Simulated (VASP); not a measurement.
A run of VASP 6.6.1:

Contents of INCAR:

```
  ALGO = Normal
  EDIFF = 1E-6
  ENCUT = 520
  GGA = PE
  ISIF = 2
  ISMEAR = 0
  LASPH = T
  LCHARG = F
  LREAL = F
  LWAVE = F
  NBANDS = 73
  NELM = 60
  PREC = Accurate
  SIGMA = 0.2
```

File KPOINTS:

```
k-points
0
Gamma
  6 4 2
```

The input POSCAR:

```
Sc5S
1.0
    1.6972211971     -2.9408130986      0.0021303823
   -5.0953235540     -2.9429786038      0.0009857177
   -0.0023936326      0.0090804666    -13.7577727350
Sc S
10 2
Direct
    0.5001824897      0.8329918433      0.1249237771
    1.0001719117      0.3331452515      0.1249479314
    0.5003439227      0.8329926624      0.8750029193
    0.9997976986      0.3331895193      0.8750281869
    0.4998967462      0.5004614629      0.6855302889
    0.0001937584      0.0005289615      0.6855594723
    0.4999280839      0.8332022526      0.4999544537
    1.0007552661      0.3333826828      0.5001170125
    0.4992286866      0.5000901938      0.3144586698
   -0.0007239227      0.0004792246      0.3144755083
    0.0001988795      0.9997824670     -0.0001102897
    0.5000264794      0.4997534782      0.0001120696
```

Potentials or basis: VASP PAW PBE potentials, release 64 (Sc_sv, S).

Run with:

```bash
$ cat potpaw_PBE.64/Sc_sv/POTCAR potpaw_PBE.64/S/POTCAR > POTCAR
$ mpirun -np 1 vasp_std > vasp.out
```

Hardware: 1 thread of Intel(R) Xeon(R) 6975P-C (Granite Rapids), with other jobs on the host.

Q: How long does it take, and how much memory?

A: It took 7.4 min on 1 thread of Intel(R) Xeon(R) 6975P-C (Granite Rapids), on a shared host, peak memory 0.61 GiB. Counts: scf iterations 19, k points 28.
